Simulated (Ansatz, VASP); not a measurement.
# Two plane-wave programs on MoS2

```
Mo S
1.0
     1.58759    0.91660    6.19393
    -1.58759    0.91660    6.19393
     0.00000   -1.83319    6.19393
Mo S
1 2
Cartesian
  0.0000 0.0000 18.5774
  0.0000 0.0000 7.7445
  0.0000 0.0000 4.6354
```

Alike in both runs: task single point; functional r2SCAN; k mesh 10 × 10 × 10; no spin polarisation.

|  | VASP | Ansatz |
| --- | --- | --- |
| version | VASP 6.6.1 | Ansatz 0.2.0 |
| potentials or method | VASP PAW PBE potentials, release 64 (Mo_sv, S) | plane waves, PAW |
| plane-wave cutoff (eV) | 520 | 500 |
| occupations | gaussian, width 0.01 eV | fixed |
| valence electrons in the cell | 26 | 26 |

Ansatz gave:

* gap on the k mesh at the Fermi level (eV): 1.08
* pressure (GPa): 1.2
* traceless stress, the component that is largest in VASP (GPa): -0.10
* rms of the force components (eV/Å): 0.026

Task: Which values does VASP return?

Result: gap on the k mesh at the Fermi level (eV): 1.09; pressure (GPa): 1.2; traceless stress, the component that is largest in VASP (GPa): -0.15; rms of the force components (eV/Å): 0.024.

VASP's potentials were made for PBE, not for r2SCAN. Atom by atom the forces differ by 0.002 eV/Å (rms over components).
